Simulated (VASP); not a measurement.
# LaGa2 (P6/mmm) in VASP: further runs

The runs below take LaGa2 through single point, with LDA.

All numbers are computed with VASP 6.6.1; they aren't measurements. Logs are shortened: lines on timing, memory, paths and dates and some standing lists are left out, and cuts for length are marked.

## 1. The cell of the first run

Symmetry: P6/mmm, No. 191, hexagonal system. The conventional cell has a = 4.140 Å, b = 4.140 Å, c = 4.232 Å, α = 90.00°, β = 90.00°, γ = 120.00°. Within 4.3 Å of La (site symmetry 6/mmm) lie 12 Ga at 3.19 Å and 8 La at 4.14 to 4.23 Å. Ga (site symmetry -6m2) has 3 Ga at 2.39 Å and 6 La at 3.19 Å within 3.2 Å.

## 2. Single point, LDA

Contents of INCAR:

```
SYSTEM = LaGa2
PREC     = Accurate       ! precision mode
ENCUT    = 520            ! plane-wave cutoff, eV
EDIFF    = 1E-6           ! SCF threshold, eV
ISMEAR   = -1             ! smearing method
SIGMA    = 0.3            ! smearing width, eV
LREAL    = .False.        ! projectors in reciprocal space
LASPH    = .True.         ! aspherical terms in the spheres
NELM     = 100            ! most SCF steps
ALGO     = Normal         ! electronic algorithm
ISIF     = 2              ! what is computed and relaxed
LWAVE    = .False.        ! write WAVECAR
LCHARG   = .True.         ! write CHGCAR
GGA      = CA             ! functional
LELF     = .True.         ! ELF
LVHAR    = .True.       
NBANDS   = 26             ! bands
```

Contents of KPOINTS:

```
regular mesh
0
Gamma
  8 8 7
  0 0 0
```

Contents of POSCAR:

```
LaGa2
1.0
    4.1397867565      0.0000000000      0.0000000000
   -2.0698933783      3.5851607424      0.0000000000
    0.0000000000      0.0000000000      4.2317820178
La Ga
1 2
Direct
    0.0000000000      0.0000000000      0.0000000000
    0.3333333333      0.6666666667      0.5000000000
    0.6666666667      0.3333333333      0.5000000000
```

Potentials or basis: VASP PAW LDA potentials, release 64 (La, Ga_d).

On the command line:

```
cat potpaw_LDA.64/La/POTCAR potpaw_LDA.64/Ga_d/POTCAR > POTCAR
mpirun -np 1 vasp_std > vasp.out
```

OUTCAR:

```text
SYSTEM = LaGa2
   PREC = Accurate
   ENCUT = 520
   EDIFF = 1E-6
   ISMEAR = -1
   LREAL = .False.
   LASPH = .True.
   NELM = 100
   ISIF = 2
   GGA = CA

 ion  position               nearest neighbor table
   1  0.000  0.000  0.000-   2 3.19   3 3.19   2 3.19   3 3.19   3 3.19   3 3.19   2 3.19   2 3.19
                             3 3.19   3 3.19   2 3.19   2 3.19
   2  0.333  0.667  0.500-   3 2.39   3 2.39   3 2.39   1 3.19   1 3.19   1 3.19   1 3.19   1 3.19
                             1 3.19
   3  0.667  0.333  0.500-   2 2.39   2 2.39   2 2.39   1 3.19   1 3.19   1 3.19   1 3.19   1 3.19
                             1 3.19

  LATTYP: Found a hexagonal cell.
 ALAT       =     4.1397867565
 C/A-ratio  =     1.0222222222

  Lattice vectors:

 A1 = (   4.1397867565,   0.0000000000,   0.0000000000)
 A2 = (  -2.0698933783,   3.5851607424,   0.0000000000)
 A3 = (   0.0000000000,   0.0000000000,   4.2317820178)

Analysis of symmetry for initial positions (statically):
=====================================================================
 Subroutine PRICEL returns:
 Original cell was already a primitive cell.

 Routine SETGRP: Setting up the symmetry group for a
 hexagonal supercell.

 Subroutine GETGRP returns: Found 24 space group operations
 (whereof 24 operations were pure point group operations)
 out of a pool of 24 trial point group operations.

The static configuration has the point symmetry D_6h.

Analysis of symmetry for dynamics (positions and initial velocities):
=====================================================================
 Subroutine PRICEL returns:
 Original cell was already a primitive cell.

 Routine SETGRP: Setting up the symmetry group for a
 hexagonal supercell.

 Subroutine GETGRP returns: Found 24 space group operations
 (whereof 24 operations were pure point group operations)
 out of a pool of 24 trial point group operations.

The dynamic configuration has the point symmetry D_6h.

 Subroutine INISYM returns: Found 24 space group operations
 (whereof 24 operations are pure point group operations),
 and found     1 'primitive' translations

----------------------------------------------------------------------------------------

                                     Primitive cell

  volume of cell :      62.8073

  direct lattice vectors                    reciprocal lattice vectors
     4.139786757  0.000000000  0.000000000     0.241558336  0.139463761  0.000000000
    -2.069893378  3.585160742  0.000000000     0.000000000  0.278927521  0.000000000
     0.000000000  0.000000000  4.231782018     0.000000000  0.000000000  0.236307068

  length of vectors
     4.139786757  4.139786969  4.231782018     0.278927536  0.278927521  0.236307068

  position of ions in fractional coordinates (direct lattice)
     0.000000000  0.000000000  0.000000000
     0.333333333  0.666666667  0.500000000
     0.666666667  0.333333333  0.500000000

  ion indices of the primitive-cell ions
   primitive index   ion index
                 1           1
                 2           2
                 3           3

----------------------------------------------------------------------------------------

 KPOINTS: regular mesh

Automatic generation of k-mesh.
 Grid dimensions read from file:
 generate k-points for:    8    8    7

 Generating k-lattice:

  Cartesian coordinates                     Fractional coordinates (reciprocal lattice)
     0.030194792  0.017432970  0.000000000     0.125000000  0.000000000  0.000000000
     0.000000000  0.034865940  0.000000000     0.000000000  0.125000000  0.000000000
     0.000000000  0.000000000  0.033758153     0.000000000  0.000000000  0.142857143

  Length of vectors
     0.034865942  0.034865940  0.033758153

  Shift w.r.t. Gamma in fractional coordinates (k-lattice)
     0.000000000  0.000000000  0.000000000

 Subroutine IBZKPT returns following result:
 ===========================================

 Found     40 irreducible k-points:

 Following reciprocal coordinates:
            Coordinates               Weight
  0.000000  0.000000  0.000000      1.000000
  0.125000  0.000000  0.000000      6.000000
  0.250000  0.000000  0.000000      6.000000
  0.375000  0.000000  0.000000      6.000000
  0.500000  0.000000  0.000000      3.000000
  0.125000  0.125000  0.000000      6.000000
[... 16 lines left out ...]
  0.250000  0.000000  0.285714     12.000000
  0.375000  0.000000  0.285714     12.000000
 [... further k-points ...]
   k-points           NKPTS =     40   k-points in BZ     NKDIM =     40   number of bands    NBANDS=     26
   number of dos      NEDOS =    301   number of ions     NIONS =      3
   total plane-waves  NPLWV =  32768
   dimension x,y,z NGX =    32 NGY =   32 NGZ =   32
   dimension x,y,z NGXF=    64 NGYF=   64 NGZF=   64
   ions per type =               1   2
   NGX,Y,Z   is equivalent  to a cutoff of  12.85, 12.85, 12.57 a.u.
   NGXF,Y,Z  is equivalent  to a cutoff of  25.70, 25.70, 25.14 a.u.
 SYSTEM =  LaGa2
   PREC   = accura    normal or accurate (medium, high low for compatibility)
   ISTART =      0    job   : 0-new  1-cont  2-samecut
   ICHARG =      2    charge: 1-file 2-atom 10-const
   ISPIN  =      1    spin polarized calculation?
   LNONCOLLINEAR =      F non collinear calculations
   LSORBIT =      F    spin-orbit coupling
   LASPH  =      T    aspherical Exc in radial PAW
   ENCUT  =  520.0 eV  38.22 Ry    6.18 a.u.   7.70  7.70  7.87*2*pi/ulx,y,z
   NELM   =    100;   NELMIN=  2; NELMDL= -5     # of ELM steps
   EDIFF  = 0.1E-05   stopping-criterion for ELM
   LREAL  =      F    real-space projection
   EDIFFG = 0.1E-04   stopping-criterion for IOM
   NSW    =      0    number of steps for IOM
   IBRION =     -1    ionic relax: 0-MD 1-quasi-New 2-CG
   NFREE  =      0    steps in history (QN), initial steepest desc. (CG)
   ISIF   =      2    stress and relaxation
   ISYM   =      2    0-nonsym 1-usesym 2-fastsym
   POTIM  = 0.5000    time-step for ionic-motion
   TEBEG  =    0.0;   TEEND  =   0.0 temperature during run
   PSTRESS=    0.0 pullay stress
   NELECT =      37.0000    total number of electrons
   NUPDOWN=      -1.0000    fix difference up-down
   EMIN   =  10.00;   EMAX   =-10.00  energy-range for DOS
   EFERMI =   0.00;   METHOD = LEGACY
   ISMEAR =    -1;   SIGMA  =   0.30  broadening in eV -4-tet -1-fermi 0-gaus
   EFERMI_NEDOS =   21; number of points for ismear=-14 and -15
   IALGO  =     38    algorithm
   IMIX   =      4    mixing-type and parameters
     AMIX     =   0.40;   BMIX     =  1.00
     AMIX_MAG =   1.60;   BMIX_MAG =  1.00
  volume/ion in A,a.u.               =      20.94       141.28
  Fermi-wavevector in a.u.,A,eV,Ry     =   1.372373  2.593409 25.625310  1.883407
  Thomas-Fermi vector in A             =   2.497986
   LORBIT       =      0    0 simple, 1 ext, 2 COOP (PROOUT), +10 PAW based schemes
   GGA     = CA    functional components
   LHFCALC =     F    Hartree Fock is set to
   AEXX    =    0.0000 exact exchange contribution
   IVDW    =     0    specifies the selected vdW correction
   LEPSILON=     F    determine dielectric tensor
   LRPA    =     F    only Hartree local field effects (RPA)
 non-spin polarized calculation
  energy-cutoff  :      520.00
  volume of cell :       62.81
 maximum number of plane-waves:      1712
 NGX is ok and might be reduce to    32
   NGX = 15   NGY = 15   NGZ = 15

 number of electron      36.9999982 magnetization

 Free energy of the ion-electron system (eV)
  ---------------------------------------------------
  ext. energy  EPLUGINS =         0.00000000
  ---------------------------------------------------
  free energy    TOTEN  =       -15.14113885 eV

  energy without entropy =      -14.63895697  energy(sigma->0) =      -14.89004791

 E-fermi :   7.7002     XC(G=0): -11.3228

 val. band max:        7.6987909212   @ k =   0.0000   0.0000   0.0000
 cond. band min:       7.7683048932   @ k =   0.2500   0.0000   0.2857
 fundamental gap:      0.0695139720
 Fermi energy:         7.7002308194

 k-point     1 :       0.0000    0.0000    0.0000
  band No.  band energies     occupation
      1     -24.2829      2.00000
      2      -8.1286      2.00000
      3      -7.9374      2.00000
      4      -7.9374      2.00000
      5      -7.1779      2.00000
      6      -7.0739      2.00000
[... 18 lines left out ...]
     25      10.4572      0.00020
     26      10.8207      0.00006

 k-point     2 :       0.1250    0.0000    0.0000
  band No.  band energies     occupation
      1     -24.2760      2.00000
      2      -8.1329      2.00000
      3      -8.0320      2.00000
      4      -7.9478      2.00000
      5      -7.1778      2.00000
      6      -7.1125      2.00000
[... 18 lines left out ...]
     25      10.4551      0.00021
     26      10.5657      0.00014

 k-point     3 :       0.2500    0.0000    0.0000
  band No.  band energies     occupation
      1     -24.2592      2.00000
      2      -8.2466      2.00000
      3      -8.1460      2.00000
      4      -7.9738      2.00000
      5      -7.2194      2.00000
      6      -7.1830      2.00000
[... 18 lines left out ...]
     25      10.4202      0.00023
     26      10.4928      0.00018

 k-point     4 :       0.3750    0.0000    0.0000
  band No.  band energies     occupation
      1     -24.2423      2.00000
      2      -8.4454      2.00000
      3      -8.1624      2.00000
      4      -8.0008      2.00000
      5      -7.2844      2.00000
      6      -7.2375      2.00000
[... 18 lines left out ...]
     25      10.3735      0.00027
     26      10.6154      0.00012

 k-point     5 :       0.5000    0.0000    0.0000
  band No.  band energies     occupation
      1     -24.2353      2.00000
      2      -8.5240      2.00000
      3      -8.1700      2.00000
      4      -8.0123      2.00000
      5      -7.3107      2.00000
      6      -7.2572      2.00000
[... 18 lines left out ...]
     25      10.3630      0.00028
     26      10.6943      0.00009

 k-point     6 :       0.1250    0.1250    0.0000
  band No.  band energies     occupation
      1     -24.2641      2.00000
      2      -8.1754      2.00000
      3      -8.1421      2.00000
      4      -7.9766      2.00000
      5      -7.2129      2.00000
      6      -7.1380      2.00000
[... 427 lines left out ...]
 k-point    21 :       0.0000    0.0000    0.2857
  band No.  band energies     occupation
      1     -24.2692      2.00000
      2      -8.5001      2.00000
      3      -7.9095      2.00000
      4      -7.9095      2.00000
      5      -7.1399      2.00000
      6      -7.0735      2.00000
[... 18 lines left out ...]
     25      10.4207      0.00023
     26      10.4283      0.00022

 k-point    22 :       0.1250    0.0000    0.2857
  band No.  band energies     occupation
      1     -24.2626      2.00000
      2      -8.4764      2.00000
      3      -7.9934      2.00000
      4      -7.9346      2.00000
      5      -7.1633      2.00000
      6      -7.1224      2.00000
[... 18 lines left out ...]
     25      10.3746      0.00027
     26      10.4124      0.00024

 k-point    23 :       0.2500    0.0000    0.2857
  band No.  band energies     occupation
      1     -24.2466      2.00000
      2      -8.4252      2.00000
      3      -8.1834      2.00000
      4      -7.9926      2.00000
      5      -7.2241      2.00000
      6      -7.1988      2.00000
[... 18 lines left out ...]
     25      10.3134      0.00033
     26      10.3850      0.00026

 k-point    24 :       0.3750    0.0000    0.2857
  band No.  band energies     occupation
      1     -24.2305      2.00000
      2      -8.3997      2.00000
      3      -8.3454      2.00000
      4      -8.0478      2.00000
      5      -7.2625      2.00000
      6      -7.2524      2.00000
[... 18 lines left out ...]
     25      10.3355      0.00031
     26      10.3559      0.00029

 [... further k-points ...]
[... 5 lines left out ...]
  --------------------------------------------------------------------------------------
  -------------------------------------------------------------------------------------
  Total        2.6871825      2.6871828      2.0127126     -0.0000000     -0.0000000      0.0000000
  in kB       68.5484829     68.5484923     51.3431432     -0.0000000     -0.0000000      0.0000000
  external PRESSURE =      62.8133728 kB  Pullay stress =       0.0000000 kB

 VOLUME and BASIS-vectors are now :
 -----------------------------------------------------------------------------
  energy-cutoff  :      520.00
  volume of cell :       62.81
      direct lattice vectors                 reciprocal lattice vectors
     4.139786757  0.000000000  0.000000000     0.241558336  0.139463761  0.000000000
    -2.069893378  3.585160742  0.000000000     0.000000000  0.278927521  0.000000000
     0.000000000  0.000000000  4.231782018     0.000000000  0.000000000  0.236307068

 POSITION                                       TOTAL-FORCE (eV/Angst)
 -----------------------------------------------------------------------------------
      0.00000      0.00000      0.00000        -0.000000      0.000000      0.000000
     -0.00000      2.39011      2.11589         0.000000     -0.000000      0.000000
      2.06989      1.19505      2.11589        -0.000000      0.000000     -0.000000
 -----------------------------------------------------------------------------------
    total drift:                                0.000000      0.000000     -0.000000

  FREE ENERGIE OF THE ION-ELECTRON SYSTEM (eV)
  ---------------------------------------------------
  free  energy   TOTEN  =       -15.1411388488 eV

  energy  without entropy=      -14.6389569665  energy(sigma->0) =      -14.89004791
```

It took 23 s on 1 thread of Intel Xeon 6975P-C (Granite Rapids), shared host; peak memory 0.2 GiB.

Results:

* Free energy: -15.1411 eV
* Pressure: 6.3 GPa
* Band gap on the k mesh: zero (an odd number of electrons rules out a gap without spin polarisation)

Caveat: the cell stands under pressure; so wide a smearing shifts energies and pressures; spin-orbit coupling is left out, which moves the levels of the heavy elements.

## 3. Single point, LDA

This run uses another cell than the first one, of 21.89 Å³/atom.

INCAR, as its differences from that of step 2:

```diff
@@ -3,3 +3,3 @@
 ENCUT    = 520            ! plane-wave cutoff, eV
-EDIFF    = 1E-6           ! SCF threshold, eV
+EDIFF    = 1E-7           ! SCF threshold, eV
 ISMEAR   = -1             ! smearing method
@@ -12,6 +12,4 @@
 LWAVE    = .False.        ! write WAVECAR
-LCHARG   = .True.         ! write CHGCAR
+LCHARG   = .False.        ! write CHGCAR
 GGA      = CA             ! functional
-LELF     = .True.         ! ELF
-LVHAR    = .True.       
 NBANDS   = 26             ! bands
```

KPOINTS is that of step 2.

Contents of POSCAR:

```
LaGa2
1.0
    4.2015837293      0.0000000000      0.0000000000
   -2.1007918646      3.6386784943      0.0000000000
    0.0000000000      0.0000000000      4.2949522566
La Ga
1 2
Direct
    0.0000000000      0.0000000000      0.0000000000
    0.3333333333      0.6666666667      0.5000000000
    0.6666666667      0.3333333333      0.5000000000
```

Potentials or basis: VASP PAW LDA potentials, release 64 (La, Ga_d).

On the command line:

```
cat potpaw_LDA.64/La/POTCAR potpaw_LDA.64/Ga_d/POTCAR > POTCAR
mpirun -np 1 vasp_std > vasp.out
```

Wall time 30 s (1 thread of Intel Xeon 6975P-C (Granite Rapids), shared host); peak memory 0.21 GiB.

It converged, with:

```
Free energy            : -15.2147 eV
Pressure               : 2.1 GPa
Band gap on the k mesh : zero (an odd number of electrons rules out a gap without spin polarisation)
```

Stress tensor (GPa, compression positive):
```
2.28 0.00 0.00
0.00 2.28 0.00
0.00 0.00 1.65
```

Levels at points of the mesh, in eV from the Fermi level:
```
           k point  band 16  band 17  band 18  band 19  band 20  band 21  band 22  band 23
(0.00, 0.00, 0.00)    -0.84    -0.84    -0.41    -0.05     0.48     1.99     1.99     2.27
(0.50, 0.00, 0.00)    -6.23    -1.02    -1.01    -0.85     1.56     2.06     2.22     2.43
```

Caveat: so wide a smearing shifts energies and pressures; spin-orbit coupling is left out, which moves the levels of the heavy elements.

## 4. Single point, LDA

This run uses another cell than the first one, of 22.84 Å³/atom.

Contents of INCAR:

```
ALGO     = Normal         # electronic algorithm
EDIFF    = 1E-6           # SCF threshold, eV
ENCUT    = 520            # plane-wave cutoff, eV
ISIF     = 2              # what is computed and relaxed
ISMEAR   = -1             # smearing method
LASPH    = T              # aspherical terms in the spheres
LCHARG   = T              # write CHGCAR
LELF     = T              # ELF
LREAL    = F              # projectors in reciprocal space
LVHAR    = T            
LWAVE    = F              # write WAVECAR
NBANDS   = 26             # bands
NELM     = 100            # most SCF steps
PREC     = Accurate       # precision mode
SIGMA    = 0.3            # smearing width, eV
```

Contents of KPOINTS:

```
k-points
0
Gamma
  8 8 7
```

Contents of POSCAR:

```
LaGa2
1.0
    4.2616144644      0.0000000000      0.0000000000
   -2.1308072322      3.6906666395      0.0000000000
    0.0000000000      0.0000000000      4.3563170081
La Ga
1 2
Direct
    0.0000000000      0.0000000000      0.0000000000
    0.3333333333      0.6666666667      0.5000000000
    0.6666666667      0.3333333333      0.5000000000
```

On the command line:

```
cat potpaw_LDA.64/La/POTCAR potpaw_LDA.64/Ga_d/POTCAR > POTCAR
mpirun -np 1 vasp_std > vasp.out
```

It took 23 s on 1 thread of Intel Xeon 6975P-C (Granite Rapids), shared host; peak memory 0.21 GiB.

It converged, with:

- Free energy: -15.2206 eV
- Pressure: -1.3 GPa
- Band gap on the k mesh: zero (an odd number of electrons rules out a gap without spin polarisation)

Stress tensor (GPa, compression positive):
```
-1.40  0.00  0.00
 0.00 -1.40  0.00
 0.00  0.00 -1.19
```

Levels at points of the mesh, in eV from the Fermi level:
```csv
k point,band 16,band 17,band 18,band 19,band 20,band 21,band 22,band 23
"(0.00, 0.00, 0.00)",-0.81,-0.81,-0.37,-0.10,0.33,1.87,1.87,2.13
"(0.50, 0.00, 0.00)",-6.12,-1.02,-0.97,-0.82,1.49,1.95,2.09,2.28
```

Caveat: so wide a smearing shifts energies and pressures; spin-orbit coupling is left out, which moves the levels of the heavy elements.

## 5. Single point, LDA

This run uses another cell than the first one, of 23.79 Å³/atom.

Contents of INCAR:

```
ALGO = Normal
EDIFF = 1E-6
ENCUT = 520
ISIF = 2
ISMEAR = -1
LASPH = True
LCHARG = True
LELF = True
LREAL = False
LVHAR = True
LWAVE = False
NBANDS = 26
NELM = 80
PREC = Accurate
SIGMA = 0.3
```

KPOINTS is that of step 4.

Contents of POSCAR:

```
LaGa2
1.0
    4.3200000000      0.0000000000      0.0000000000
   -2.1600000000      3.7412300000      0.0000000000
    0.0000000000      0.0000000000      4.4160000000
La Ga
1 2
Direct
    0.0000000000      0.0000000000      0.0000000000
    0.3333333333      0.6666666667      0.5000000000
    0.6666666667      0.3333333333      0.5000000000
```

On the command line:

```
cat potpaw_LDA.64/La/POTCAR potpaw_LDA.64/Ga_d/POTCAR > POTCAR
mpirun -np 1 vasp_std > vasp.out
```

Run time: 38 s. Hardware: 1 thread of Intel Xeon 6975P-C (Granite Rapids), shared host; peak memory 0.22 GiB.

It converged, with:

```yaml
Free_energy: -15.1731 eV
Pressure: -3.9 GPa
Band_gap_on_the_k_mesh: zero (an odd number of electrons rules out a gap without spin polarisation)
```

Stress tensor (GPa, compression positive):
```
-4.23  0.00  0.00
 0.00 -4.23  0.00
 0.00  0.00 -3.38
```

Levels at points of the mesh, in eV from the Fermi level:
```csv
k point,band 15,band 16,band 17,band 18,band 19,band 20,band 21,band 22,band 23,band 24
"(0.00, 0.00, 0.00)",-9.12,-0.78,-0.78,-0.33,-0.13,0.18,1.77,1.77,2.01,2.01
"(0.50, 0.00, 0.00)",-6.65,-6.02,-1.02,-0.92,-0.79,1.42,1.84,1.97,2.15,2.17
```

Caveat: the cell stands under tension; so wide a smearing shifts energies and pressures; spin-orbit coupling is left out, which moves the levels of the heavy elements.

(Continued in part 2 of 2.)
